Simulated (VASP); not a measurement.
# Sn (Fd-3m) in VASP: further runs

The runs below take Sn through single point, with PBEsol, RPBE, revPBE.

Everything below comes from runs of VASP 6.6.1. Logs are shortened: lines on timing, memory, paths and dates and some standing lists are left out, and cuts for length are marked.

## Step 1: The cell of the first run

It takes space group Fd-3m (No. 227, cubic). Conventional cell: a = 6.467 Å, b = 6.467 Å, c = 6.467 Å, α = 90.00°, β = 90.00°, γ = 90.00°. Within 3.7 Å of Sn (site symmetry -43m) lie 4 Sn at 2.80 Å.

This isn't the form of Sn at room conditions, which is tetragonal (white tin).

## Step 2: Single point, PBEsol

POSCAR reads:

```
Sn
1.0
    0.0000000000      3.2333428000      3.2333428000
    3.2333428000      0.0000000000      3.2333428000
    3.2333428000      3.2333428000      0.0000000000
Sn
2
Direct
    0.7500000000      0.7500000000      0.7500000000
    0.5000000000      0.5000000000      0.5000000000
```

INCAR.step1 reads:

```
SYSTEM = Sn
PREC = Accurate ; ENCUT = 520
EDIFF = 1E-6 ; ISMEAR = -1
SIGMA = 0.05 ; LREAL = .False.
LASPH = .True. ; NELM = 60
ALGO = Normal ; ISIF = 2
LWAVE = .False. ; LCHARG = .True.
GGA = PS ; NBANDS = 21
```

KPOINTS.step1 reads:

```
regular mesh
0
Gamma
  4 4 4
  0 0 0
```

INCAR.step2 reads:

```
SYSTEM = Sn
PREC = Accurate ; ENCUT = 520
EDIFF = 1E-6 ; ISMEAR = -5
SIGMA = 0.05 ; LREAL = .False.
LASPH = .True. ; NELM = 60
ALGO = Normal ; ISIF = 2
LWAVE = .False. ; LCHARG = .False.
GGA = PS ; LORBIT = 10
NBANDS = 21 ; NEDOS = 1001
ICHARG = 11
```

KPOINTS.step2 reads:

```
regular mesh
0
Gamma
  6 6 6
  0 0 0
```

Potentials or basis: VASP PAW PBE potentials, release 64 (Sn_d).

The run is started by

```console
cat potpaw_PBE.64/Sn_d/POTCAR > POTCAR
cp INCAR.step1 INCAR
cp KPOINTS.step1 KPOINTS
mpirun -np 1 vasp_std > vasp.out
cp INCAR.step2 INCAR
cp KPOINTS.step2 KPOINTS
mpirun -np 1 vasp_std > vasp.out
```

OUTCAR:

```text
SYSTEM = Sn
   PREC = Accurate
   ENCUT = 520
   EDIFF = 1E-6
   ISMEAR = -5
   LREAL = .False.
   LASPH = .True.
   NELM = 60
   ISIF = 2
   GGA = PS
   LORBIT = 10
   ICHARG = 11

 ion  position               nearest neighbor table
   1  0.750  0.750  0.750-   2 2.80   2 2.80   2 2.80   2 2.80
   2  0.500  0.500  0.500-   1 2.80   1 2.80   1 2.80   1 2.80

  LATTYP: Found a face centered cubic cell.
 ALAT       =     6.4666856000

  Lattice vectors:

 A1 = (   0.0000000000,   3.2333428000,   3.2333428000)
 A2 = (   3.2333428000,   0.0000000000,   3.2333428000)
 A3 = (   3.2333428000,   3.2333428000,   0.0000000000)

Analysis of symmetry for initial positions (statically):
=====================================================================
 Subroutine PRICEL returns:
 Original cell was already a primitive cell.

 Routine SETGRP: Setting up the symmetry group for a
 face centered cubic supercell.

 Subroutine GETGRP returns: Found 48 space group operations
 (whereof 24 operations were pure point group operations)
 out of a pool of 48 trial point group operations.

The static configuration has the point symmetry T_d .
 The point group associated with its full space group is O_h .

Analysis of symmetry for dynamics (positions and initial velocities):
=====================================================================
 Subroutine PRICEL returns:
 Original cell was already a primitive cell.

 Routine SETGRP: Setting up the symmetry group for a
 face centered cubic supercell.

 Subroutine GETGRP returns: Found 48 space group operations
 (whereof 24 operations were pure point group operations)
 out of a pool of 48 trial point group operations.

The dynamic configuration has the point symmetry T_d .
 The point group associated with its full space group is O_h .

 Subroutine INISYM returns: Found 48 space group operations
 (whereof 24 operations are pure point group operations),
 and found     1 'primitive' translations

----------------------------------------------------------------------------------------

                                     Primitive cell

  volume of cell :      67.6060

  direct lattice vectors                    reciprocal lattice vectors
     0.000000000  3.233342800  3.233342800    -0.154638723  0.154638723  0.154638723
     3.233342800  0.000000000  3.233342800     0.154638723 -0.154638723  0.154638723
     3.233342800  3.233342800  0.000000000     0.154638723  0.154638723 -0.154638723

  length of vectors
     4.572637240  4.572637240  4.572637240     0.267842124  0.267842124  0.267842124

  position of ions in fractional coordinates (direct lattice)
     0.750000000  0.750000000  0.750000000
     0.500000000  0.500000000  0.500000000

  ion indices of the primitive-cell ions
   primitive index   ion index
                 1           1
                 2           2

----------------------------------------------------------------------------------------

 KPOINTS: regular mesh

Automatic generation of k-mesh.
 Grid dimensions read from file:
 generate k-points for:    6    6    6

 Generating k-lattice:

  Cartesian coordinates                     Fractional coordinates (reciprocal lattice)
    -0.025773120  0.025773120  0.025773120     0.166666667  0.000000000  0.000000000
     0.025773120 -0.025773120  0.025773120     0.000000000  0.166666667  0.000000000
     0.025773120  0.025773120 -0.025773120     0.000000000  0.000000000  0.166666667

  Length of vectors
     0.044640354  0.044640354  0.044640354

  Shift w.r.t. Gamma in fractional coordinates (k-lattice)
     0.000000000  0.000000000  0.000000000

 TETIRR: Found     35 inequivalent tetrahedra from     1296

 Subroutine IBZKPT returns following result:
 ===========================================

 Found     16 irreducible k-points:

 Following reciprocal coordinates:
            Coordinates               Weight
  0.000000  0.000000  0.000000      1.000000
  0.166667  0.000000  0.000000      8.000000
  0.333333  0.000000  0.000000      8.000000
  0.500000  0.000000  0.000000      4.000000
  0.166667  0.166667  0.000000      6.000000
  0.333333  0.166667  0.000000     24.000000
[... 8 lines left out ...]
 -0.333333  0.333333  0.166667     24.000000
 -0.333333  0.500000  0.166667     12.000000
   k-points           NKPTS =     16   k-points in BZ     NKDIM =     16   number of bands    NBANDS=     21
   number of dos      NEDOS =   1001   number of ions     NIONS =      2
   total plane-waves  NPLWV =  46656
   dimension x,y,z NGX =    36 NGY =   36 NGZ =   36
   dimension x,y,z NGXF=    72 NGYF=   72 NGZF=   72
   ions per type =               2
   NGX,Y,Z   is equivalent  to a cutoff of  13.09, 13.09, 13.09 a.u.
   NGXF,Y,Z  is equivalent  to a cutoff of  26.18, 26.18, 26.18 a.u.
 SYSTEM =  Sn
   PREC   = accura    normal or accurate (medium, high low for compatibility)
   ISTART =      0    job   : 0-new  1-cont  2-samecut
   ICHARG =     11    charge: 1-file 2-atom 10-const
   ISPIN  =      1    spin polarized calculation?
   LNONCOLLINEAR =      F non collinear calculations
   LSORBIT =      F    spin-orbit coupling
   LASPH  =      T    aspherical Exc in radial PAW
   ENCUT  =  520.0 eV  38.22 Ry    6.18 a.u.   8.50  8.50  8.50*2*pi/ulx,y,z
   NELM   =     60;   NELMIN=  2; NELMDL=  0     # of ELM steps
   EDIFF  = 0.1E-05   stopping-criterion for ELM
   LREAL  =      F    real-space projection
   EDIFFG = 0.1E-04   stopping-criterion for IOM
   NSW    =      0    number of steps for IOM
   IBRION =     -1    ionic relax: 0-MD 1-quasi-New 2-CG
   NFREE  =      0    steps in history (QN), initial steepest desc. (CG)
   ISIF   =      2    stress and relaxation
   ISYM   =      2    0-nonsym 1-usesym 2-fastsym
   POTIM  = 0.5000    time-step for ionic-motion
   TEBEG  =    0.0;   TEEND  =   0.0 temperature during run
   PSTRESS=    0.0 pullay stress
   NELECT =      28.0000    total number of electrons
   NUPDOWN=      -1.0000    fix difference up-down
   EMIN   =  10.00;   EMAX   =-10.00  energy-range for DOS
   EFERMI =   0.00;   METHOD = LEGACY
   ISMEAR =    -5;   SIGMA  =   0.05  broadening in eV -4-tet -1-fermi 0-gaus
   EFERMI_NEDOS =   21; number of points for ismear=-14 and -15
   IALGO  =     38    algorithm
   IMIX   =      4    mixing-type and parameters
     AMIX     =   0.40;   BMIX     =  1.00
     AMIX_MAG =   1.60;   BMIX_MAG =  1.00
  volume/ion in A,a.u.               =      33.80       228.11
  Fermi-wavevector in a.u.,A,eV,Ry     =   1.220298  2.306028 20.260793  1.489126
  Thomas-Fermi vector in A             =   2.355520
   LORBIT       =     10    0 simple, 1 ext, 2 COOP (PROOUT), +10 PAW based schemes
   GGA     = PS    functional components
   LHFCALC =     F    Hartree Fock is set to
   AEXX    =    0.0000 exact exchange contribution
   IVDW    =     0    specifies the selected vdW correction
   LEPSILON=     F    determine dielectric tensor
   LRPA    =     F    only Hartree local field effects (RPA)
 non-spin polarized calculation
 Fermi weights with tetrahedron method with Bloechl corrections
  energy-cutoff  :      520.00
  volume of cell :       67.61
 maximum number of plane-waves:      1853
 NGX is ok and might be reduce to    36

 number of electron      28.0000008 magnetization

 Free energy of the ion-electron system (eV)
  ---------------------------------------------------
  ext. energy  EPLUGINS =         0.00000000
  ---------------------------------------------------
  free energy    TOTEN  =        -8.41861346 eV

  energy without entropy =       -8.41861346  energy(sigma->0) =       -8.41861346

 E-fermi :   5.6523     XC(G=0):  -9.0911

 val. band max:        5.7144937309   @ k =   0.0000   0.0000   0.0000
 cond. band min:       5.5857371578   @ k =   0.5000   0.0000   0.0000
 fundamental gap:     -0.1287565731
 Fermi energy:         5.6523196881

 k-point     1 :       0.0000    0.0000    0.0000
  band No.  band energies     occupation
      1     -15.9732      2.00000
      2     -15.9732      2.00000
      3     -15.9732      2.00000
      4     -15.9111      2.00000
      5     -15.9111      2.00000
      6     -15.5907      2.00000
[... 13 lines left out ...]
     20      13.6118      0.00000
     21      13.6118      0.00000

 k-point     2 :       0.1667    0.0000    0.0000
  band No.  band energies     occupation
      1     -15.9900      2.00000
      2     -15.9900      2.00000
      3     -15.9666      2.00000
      4     -15.8865      2.00000
      5     -15.8865      2.00000
      6     -15.6210      2.00000
[... 13 lines left out ...]
     20      12.5002      0.00000
     21      12.5002      0.00000

 k-point     3 :       0.3333    0.0000    0.0000
  band No.  band energies     occupation
      1     -16.0062      2.00000
      2     -16.0062      2.00000
      3     -15.9529      2.00000
      4     -15.8574      2.00000
      5     -15.8574      2.00000
      6     -15.6449      2.00000
[... 13 lines left out ...]
     20      12.9344      0.00000
     21      12.9344      0.00000

 k-point     4 :       0.5000    0.0000    0.0000
  band No.  band energies     occupation
      1     -16.0107      2.00000
      2     -16.0107      2.00000
      3     -15.9456      2.00000
      4     -15.8482      2.00000
      5     -15.8482      2.00000
      6     -15.6512      2.00000
[... 13 lines left out ...]
     20      14.4049      0.00000
     21      14.4072      0.00000

 k-point     5 :       0.1667    0.1667    0.0000
  band No.  band energies     occupation
      1     -15.9881      2.00000
      2     -15.9881      2.00000
      3     -15.9826      2.00000
      4     -15.8884      2.00000
      5     -15.8583      2.00000
      6     -15.6701      2.00000
[... 13 lines left out ...]
     20      12.1280      0.00000
     21      13.9206      0.00000

 k-point     6 :       0.3333    0.1667    0.0000
  band No.  band energies     occupation
      1     -16.0169      2.00000
      2     -16.0042      2.00000
      3     -15.9544      2.00000
      4     -15.8581      2.00000
      5     -15.8203      2.00000
      6     -15.7090      2.00000
[... 13 lines left out ...]
     20      13.2529      0.00000
     21      13.9594      0.00000

 k-point     7 :       0.5000    0.1667    0.0000
  band No.  band energies     occupation
      1     -16.0344      2.00000
      2     -16.0160      2.00000
      3     -15.9190      2.00000
      4     -15.8293      2.00000
      5     -15.8175      2.00000
      6     -15.7036      2.00000
[... 13 lines left out ...]
     20      14.3022      0.00000
     21      14.5238      0.00000
[... 99 lines left out ...]
      1     -16.0506      2.00000
      2     -16.0265      2.00000
      3     -15.8864      2.00000
      4     -15.7820      2.00000
      5     -15.7733      2.00000
      6     -15.7521      2.00000
[... 13 lines left out ...]
     20      12.9684      0.00000
     21      16.2394      0.00000

 k-point    13 :       0.5000    0.5000    0.0000
  band No.  band energies     occupation
      1     -16.0262      2.00000
      2     -16.0262      2.00000
      3     -15.8870      2.00000
      4     -15.8870      2.00000
      5     -15.7431      2.00000
      6     -15.7431      2.00000
[... 13 lines left out ...]
     20      14.9435      0.00000
     21      16.0550      0.00000

 k-point    14 :       0.5000    0.3333    0.1667
  band No.  band energies     occupation
      1     -16.0327      2.00000
      2     -16.0270      2.00000
      3     -15.9116      2.00000
      4     -15.8273      2.00000
      5     -15.7785      2.00000
      6     -15.7506      2.00000
[... 13 lines left out ...]
     20      13.6709      0.00000
     21      15.4046      0.00000

 k-point    15 :      -0.3333    0.3333    0.1667
  band No.  band energies     occupation
      1     -16.0471      2.00000
      2     -16.0319      2.00000
      3     -15.8777      2.00000
      4     -15.7999      2.00000
      5     -15.7687      2.00000
      6     -15.7555      2.00000
[... 13 lines left out ...]
     20      14.9667      0.00000
     21      15.2692      0.00000

 k-point    16 :      -0.3333    0.5000    0.1667
  band No.  band energies     occupation
      1     -16.0406      2.00000
      2     -16.0406      2.00000
      3     -15.8452      2.00000
      4     -15.8452      2.00000
      5     -15.7478      2.00000
      6     -15.7478      2.00000
[... 13 lines left out ...]
     20      14.7145      0.00000
     21      15.8789      0.00000

------------------------ aborting loop because EDIFF is reached ----------------------------------------

  FORCE on cell =-STRESS in cart. coord.  units (eV):
  Direction    XX          YY          ZZ          XY          YZ          ZX
  --------------------------------------------------------------------------------------
  -------------------------------------------------------------------------------------
  Total       -0.0234543     -0.0234543     -0.0234543      0.0000000      0.0000000     -0.0000000
  in kB       -0.5558368     -0.5558368     -0.5558368      0.0000000      0.0000000     -0.0000000
  external PRESSURE =      -0.5558368 kB  Pullay stress =       0.0000000 kB

 VOLUME and BASIS-vectors are now :
 -----------------------------------------------------------------------------
  energy-cutoff  :      520.00
  volume of cell :       67.61
      direct lattice vectors                 reciprocal lattice vectors
     0.000000000  3.233342800  3.233342800    -0.154638723  0.154638723  0.154638723
     3.233342800  0.000000000  3.233342800     0.154638723 -0.154638723  0.154638723
     3.233342800  3.233342800  0.000000000     0.154638723  0.154638723 -0.154638723

 POSITION                                       TOTAL-FORCE (eV/Angst)
 -----------------------------------------------------------------------------------
      4.85001      4.85001      4.85001        -0.000000     -0.000000      0.000000
      3.23334      3.23334      3.23334         0.000000      0.000000     -0.000000
 -----------------------------------------------------------------------------------
    total drift:                                0.000000      0.000000      0.000000

  FREE ENERGIE OF THE ION-ELECTRON SYSTEM (eV)
  ---------------------------------------------------
  free  energy   TOTEN  =        -8.4186134584 eV

  energy  without entropy=       -8.4186134584  energy(sigma->0) =       -8.41861346

 total charge

# of ion       s       p       d       tot
------------------------------------------
    1        1.154   1.232   9.972  12.358
    2        1.154   1.232   9.972  12.358
--------------------------------------------------
tot          2.308   2.464  19.944  24.716
```

It took 53 s on 1 thread of Intel Xeon 8259CL, shared host; peak memory 0.2 GiB.

What came out:

| Property | Result |
| --- | --- |
| Valence electrons inside the program's atomic spheres | Sn 12.36 |

Caveat: the k points lie up to 0.42 Å⁻¹ apart; the PAW data sets were made with another functional, which shifts forces and pressure a little; spin-orbit coupling is left out, which moves the levels of the heavy elements; tetrahedron occupations give inexact forces and stress in metals.

[end of part 1 of 2]
